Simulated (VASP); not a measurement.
Wanted: the native input for a VASP 6.6.1 run.

```
Task                   : single point
Functional             : PBE
Dispersion             : D3(BJ)
Potentials or basis    : VASP PAW PBE potentials, release 64 (Pt, Se)
Cutoff                 : 520 eV
k mesh                 : 12 × 12 × 8
Occupations            : gaussian, width 0.15 eV
Spin                   : no spin polarisation
Dipole correction      : no
Further INCAR settings : ALGO = Normal; EDIFF = 1e-07; NBANDS = 18
```

The structure of PtSe2 lies in POSCAR:

```
PtSe2
1.0
    3.8231475509      0.0000000000      0.0000000000
   -1.9115737755      3.3109429015      0.0000000000
    0.0000000000      0.0000000000      4.6925313040
Pt Se
1 2
Direct
    0.0000000000      0.0000000000      0.0000000000
    0.3333333333      0.6666666667      0.2655211092
    0.6666666667      0.3333333333      0.7344788908
```

This cell differs from its parent crystal: c/a of the conventional cell at fixed volume 1.2274.

The input as run:

INCAR

```
PREC = Accurate
ENCUT = 520
EDIFF = 1E-7
ISMEAR = 0
SIGMA = 0.15
LREAL = False
LASPH = True
NELM = 80
ALGO = Normal
ISIF = 2
LWAVE = False
LCHARG = True
GGA = PE
IVDW = 12
LELF = True
LVHAR = True
NBANDS = 18
```

KPOINTS

```
regular mesh
0
Gamma
  12 12 8
```

Potentials or basis: VASP PAW PBE potentials, release 64 (Pt, Se).

Run with:

```sh
$ cat potpaw_PBE.64/Pt/POTCAR potpaw_PBE.64/Se/POTCAR > POTCAR
$ mpirun -np 1 vasp_std > vasp.out
```

It gave:

```
Pressure                   : -1.2 GPa
Largest force              : 0.034 eV/Å
Band gap on the k mesh     : zero (band 11 reaches 7.54 eV, above the bottom of band 12 at 6.61 eV)
Dispersion energy per atom : -0.490 eV
```

Caveat: spin-orbit coupling is left out, which moves the levels of the heavy elements; pairwise dispersion overbinds metals, which lowers pressure and volume.

Wall time 46 s on 1 thread of Intel(R) Xeon(R) 6975P-C (Granite Rapids), on a shared host, peak memory 0.29 GiB.
